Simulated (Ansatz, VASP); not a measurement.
# One calculation of HfN, two programs

```
Hf N
1.0
     0.00000    2.28159    2.25900
     2.23641    0.00000    2.25900
     2.23641    2.28159    0.00000
Hf N
1 1
Direct
  0.00000 0.00000 0.00000
  0.50000 0.50000 0.50000
```

Change from the starting cell: strain -0.0100 x Voigt [1, -1, 0, 0, 0, 0], atoms carried along.

Alike in both runs: task single point; functional PBEsol; k mesh 18 × 18 × 18; occupations gaussian, width 0.15 eV; no spin polarisation.

```csv
,VASP,Ansatz
version,VASP 6.6.1,Ansatz 0.2.0
potentials or method,"VASP PAW PBE potentials, release 64 (Hf_pv, N), cutoff 520 eV","scalar-relativistic, plane waves, PAW"
valence electrons in the cell,15,31
```

```csv
,VASP,Ansatz,Ansatz less VASP
gap on the k mesh at the Fermi level (eV),none,none,-
pressure (GPa),-5.0,-2.8,+2.16
"traceless stress, the component that is largest in VASP (GPa)",4.82,4.86,+0.037
```

VASP's potentials were made for PBE, not for PBEsol. A gap of «none» marks a metal or a gap that the smearing closes. VASP's potentials hold 15 valence electrons a cell and Ansatz's 31, so a difference there can come from the potentials and not from the codes.

Neither program's run includes spin-orbit coupling.
